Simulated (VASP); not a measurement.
# As (Pm-3m) in VASP: further runs, part 2 of 4

VASP 6.6.1. Earlier steps stand in the parts before.

## 3. Single point, PBE (volume scaled by 0.92)

INCAR reads:

```
SYSTEM = As
PREC = Accurate
ENCUT = 520
EDIFF = 1E-7
ISMEAR = -1
SIGMA = 0.1
LREAL = .False.
LASPH = .True.
NELM = 60
ALGO = Normal
ISIF = 2
LWAVE = .False.
LCHARG = .False.
GGA = PE
NBANDS = 8
```

KPOINTS reads:

```
Automatic mesh
0
Gamma
  13 13 13
  0 0 0
```

POSCAR reads:

```
As
1.0
    2.6593582573      0.0000000000      0.0000000000
    0.0000000000      2.6593582573      0.0000000000
    0.0000000000      0.0000000000      2.6593582573
As
1
Direct
    0.0000000000      0.0000000000      0.0000000000
```

Potentials or basis: VASP PAW PBE potentials, release 64 (As).

On the command line:

```sh
$ cat potpaw_PBE.64/As/POTCAR > POTCAR
$ mpirun -np 1 vasp_std > vasp.out
```

OUTCAR:

```text
SYSTEM = As
   PREC = Accurate
   ENCUT = 520
   EDIFF = 1E-7
   ISMEAR = -1
   LREAL = .False.
   LASPH = .True.
   NELM = 60
   ISIF = 2
   GGA = PE

 ion  position               nearest neighbor table
   1  0.000  0.000  0.000-

  LATTYP: Found a simple cubic cell.
 ALAT       =     2.6593582573

  Lattice vectors:

 A1 = (   2.6593582573,   0.0000000000,   0.0000000000)
 A2 = (   0.0000000000,   2.6593582573,   0.0000000000)
 A3 = (   0.0000000000,   0.0000000000,   2.6593582573)

Analysis of symmetry for initial positions (statically):
=====================================================================
 Subroutine PRICEL returns:
 Original cell was already a primitive cell.

 Routine SETGRP: Setting up the symmetry group for a
 simple cubic supercell.

 Subroutine GETGRP returns: Found 48 space group operations
 (whereof 48 operations were pure point group operations)
 out of a pool of 48 trial point group operations.

The static configuration has the point symmetry O_h .

Analysis of symmetry for dynamics (positions and initial velocities):
=====================================================================
 Subroutine PRICEL returns:
 Original cell was already a primitive cell.

 Routine SETGRP: Setting up the symmetry group for a
 simple cubic supercell.

 Subroutine GETGRP returns: Found 48 space group operations
 (whereof 48 operations were pure point group operations)
 out of a pool of 48 trial point group operations.

The dynamic configuration has the point symmetry O_h .

 Subroutine INISYM returns: Found 48 space group operations
 (whereof 48 operations are pure point group operations),
 and found     1 'primitive' translations

----------------------------------------------------------------------------------------

                                     Primitive cell

  volume of cell :      18.8075

  direct lattice vectors                    reciprocal lattice vectors
     2.659358257  0.000000000  0.000000000     0.376030570  0.000000000  0.000000000
     0.000000000  2.659358257  0.000000000     0.000000000  0.376030570  0.000000000
     0.000000000  0.000000000  2.659358257     0.000000000  0.000000000  0.376030570

  length of vectors
     2.659358257  2.659358257  2.659358257     0.376030570  0.376030570  0.376030570

  position of ions in fractional coordinates (direct lattice)
     0.000000000  0.000000000  0.000000000

  ion indices of the primitive-cell ions
   primitive index   ion index
                 1           1

----------------------------------------------------------------------------------------

 KPOINTS: Automatic mesh

Automatic generation of k-mesh.
 Grid dimensions read from file:
 generate k-points for:   13   13   13

 Generating k-lattice:

  Cartesian coordinates                     Fractional coordinates (reciprocal lattice)
     0.028925428  0.000000000  0.000000000     0.076923077  0.000000000  0.000000000
     0.000000000  0.028925428  0.000000000     0.000000000  0.076923077  0.000000000
     0.000000000  0.000000000  0.028925428     0.000000000  0.000000000  0.076923077

  Length of vectors
     0.028925428  0.028925428  0.028925428

  Shift w.r.t. Gamma in fractional coordinates (k-lattice)
     0.000000000  0.000000000  0.000000000

 Subroutine IBZKPT returns following result:
 ===========================================

 Found     84 irreducible k-points:

 Following reciprocal coordinates:
            Coordinates               Weight
  0.000000  0.000000  0.000000      1.000000
  0.076923  0.000000  0.000000      6.000000
  0.153846  0.000000  0.000000      6.000000
  0.230769  0.000000  0.000000      6.000000
  0.307692  0.000000  0.000000      6.000000
  0.384615  0.000000  0.000000      6.000000
[... 16 lines left out ...]
  0.307692  0.307692  0.000000     12.000000
  0.384615  0.307692  0.000000     24.000000
 [... further k-points ...]
   k-points           NKPTS =     84   k-points in BZ     NKDIM =     84   number of bands    NBANDS=      8
   number of dos      NEDOS =    301   number of ions     NIONS =      1
   total plane-waves  NPLWV =   8000
   dimension x,y,z NGX =    20 NGY =   20 NGZ =   20
   dimension x,y,z NGXF=    40 NGYF=   40 NGZF=   40
   ions per type =               1
   NGX,Y,Z   is equivalent  to a cutoff of  12.50, 12.50, 12.50 a.u.
   NGXF,Y,Z  is equivalent  to a cutoff of  25.01, 25.01, 25.01 a.u.
 SYSTEM =  As
   PREC   = accura    normal or accurate (medium, high low for compatibility)
   ISTART =      0    job   : 0-new  1-cont  2-samecut
   ICHARG =      2    charge: 1-file 2-atom 10-const
   ISPIN  =      1    spin polarized calculation?
   LNONCOLLINEAR =      F non collinear calculations
   LSORBIT =      F    spin-orbit coupling
   LASPH  =      T    aspherical Exc in radial PAW
   ENCUT  =  520.0 eV  38.22 Ry    6.18 a.u.   4.94  4.94  4.94*2*pi/ulx,y,z
   NELM   =     60;   NELMIN=  2; NELMDL= -5     # of ELM steps
   EDIFF  = 0.1E-06   stopping-criterion for ELM
   LREAL  =      F    real-space projection
   EDIFFG = 0.1E-05   stopping-criterion for IOM
   NSW    =      0    number of steps for IOM
   IBRION =     -1    ionic relax: 0-MD 1-quasi-New 2-CG
   NFREE  =      0    steps in history (QN), initial steepest desc. (CG)
   ISIF   =      2    stress and relaxation
   ISYM   =      2    0-nonsym 1-usesym 2-fastsym
   POTIM  = 0.5000    time-step for ionic-motion
   TEBEG  =    0.0;   TEEND  =   0.0 temperature during run
   PSTRESS=    0.0 pullay stress
   NELECT =       5.0000    total number of electrons
   NUPDOWN=      -1.0000    fix difference up-down
   EMIN   =  10.00;   EMAX   =-10.00  energy-range for DOS
   EFERMI =   0.00;   METHOD = LEGACY
   ISMEAR =    -1;   SIGMA  =   0.10  broadening in eV -4-tet -1-fermi 0-gaus
   EFERMI_NEDOS =   21; number of points for ismear=-14 and -15
   IALGO  =     38    algorithm
   IMIX   =      4    mixing-type and parameters
     AMIX     =   0.40;   BMIX     =  1.00
     AMIX_MAG =   1.60;   BMIX_MAG =  1.00
  volume/ion in A,a.u.               =      18.81       126.92
  Fermi-wavevector in a.u.,A,eV,Ry     =   1.052660  1.989238 15.076512  1.108092
  Thomas-Fermi vector in A             =   2.187751
   LORBIT       =      0    0 simple, 1 ext, 2 COOP (PROOUT), +10 PAW based schemes
   GGA     = PE    functional components
   LHFCALC =     F    Hartree Fock is set to
   AEXX    =    0.0000 exact exchange contribution
   IVDW    =     0    specifies the selected vdW correction
   LEPSILON=     F    determine dielectric tensor
   LRPA    =     F    only Hartree local field effects (RPA)
 non-spin polarized calculation
  energy-cutoff  :      520.00
  volume of cell :       18.81
 maximum number of plane-waves:       518
 NGX is ok and might be reduce to    20
   NGX =  9   NGY =  9   NGZ =  9

 number of electron       5.0000001 magnetization

 Free energy of the ion-electron system (eV)
  ---------------------------------------------------
  ext. energy  EPLUGINS =         0.00000000
  ---------------------------------------------------
  free energy    TOTEN  =        -4.54224305 eV

  energy without entropy =       -4.53381284  energy(sigma->0) =       -4.53802794

 E-fermi :   6.6207     XC(G=0): -10.6530

 val. band max:        6.5716679565   @ k =   0.3077   0.2308   0.1538
 cond. band min:       6.6424714116   @ k =   0.3077   0.2308   0.2308
 fundamental gap:      0.0708034551
 Fermi energy:         6.6206900746

 k-point     1 :       0.0000    0.0000    0.0000
  band No.  band energies     occupation
      1      -8.9255      2.00000
      2      10.8676      0.00000
      3      10.8676      0.00000
      4      10.8676      0.00000
      5      15.0582      0.00000
      6      15.0582      0.00000
      7      17.5100      0.00000
      8      32.0798      0.00000

 k-point     2 :       0.0769    0.0000    0.0000
  band No.  band energies     occupation
      1      -8.8111      2.00000
      2       9.3999      0.00000
      3      10.9701      0.00000
      4      10.9701      0.00000
      5      15.1592      0.00000
      6      16.1105      0.00000
      7      18.2206      0.00000
      8      30.3826      0.00000
[... 221 lines left out ...]
 k-point    23 :       0.3077    0.3077    0.0000
  band No.  band energies     occupation
      1      -5.4224      2.00000
      2       3.6205      2.00000
      3       4.3126      2.00000
      4      13.7529      0.00000
      5      14.2390      0.00000
      6      19.4973      0.00000
      7      25.1145      0.00000
      8      25.6716      0.00000

 k-point    24 :       0.3846    0.3077    0.0000
  band No.  band energies     occupation
      1      -4.5761      2.00000
      2       2.1018      2.00000
      3       4.7130      2.00000
      4      12.6318      0.00000
      5      14.3210      0.00000
      6      20.3845      0.00000
      7      23.9310      0.00000
      8      25.2888      0.00000

 [... further k-points ...]
[... 5 lines left out ...]
  --------------------------------------------------------------------------------------
  -------------------------------------------------------------------------------------
  Total        0.9236508      0.9236508      0.9236508     -0.0000000     -0.0000000      0.0000000
  in kB       78.6842542     78.6842542     78.6842542     -0.0000000     -0.0000000      0.0000000
  external PRESSURE =      78.6842542 kB  Pullay stress =       0.0000000 kB

 VOLUME and BASIS-vectors are now :
 -----------------------------------------------------------------------------
  energy-cutoff  :      520.00
  volume of cell :       18.81
      direct lattice vectors                 reciprocal lattice vectors
     2.659358257  0.000000000  0.000000000     0.376030570  0.000000000  0.000000000
     0.000000000  2.659358257  0.000000000     0.000000000  0.376030570  0.000000000
     0.000000000  0.000000000  2.659358257     0.000000000  0.000000000  0.376030570

 POSITION                                       TOTAL-FORCE (eV/Angst)
 -----------------------------------------------------------------------------------
      0.00000      0.00000      0.00000         0.000000      0.000000      0.000000
 -----------------------------------------------------------------------------------
    total drift:                               -0.000000      0.000000      0.000000

  FREE ENERGIE OF THE ION-ELECTRON SYSTEM (eV)
  ---------------------------------------------------
  free  energy   TOTEN  =        -4.5422430530 eV

  energy  without entropy=       -4.5338128359  energy(sigma->0) =       -4.53802794
```

stdout:

```text
POSCAR found type information on POSCAR As
 POSCAR found :  1 types and       1 ions
 scaLAPACK will be used
 LDA part: xc-table for (Slater+PW92), standard interpolation
 POSCAR, INCAR and KPOINTS ok, starting setup
 FFT: planning ... GRIDC
 FFT: planning ... GRID_SOFT
 FFT: planning ... GRID
 WAVECAR not read
 entering main loop
```

Run time: 6.2 s. Hardware: 1 thread of AMD EPYC 7R13 (Zen 3), shared host; peak memory 0.1 GiB.

Results:

```yaml
Free_energy: -4.5422 eV
Pressure: 7.9 GPa
```

Levels at points of the mesh, in eV from the Fermi level:
```csv
k point,band 1,band 2,band 3,band 4,band 5,band 6,band 7
"(0.00, 0.00, 0.00)",-15.55,4.25,4.25,4.25,8.44,8.44,10.89
```

(Part 2 of 4 ends here.)
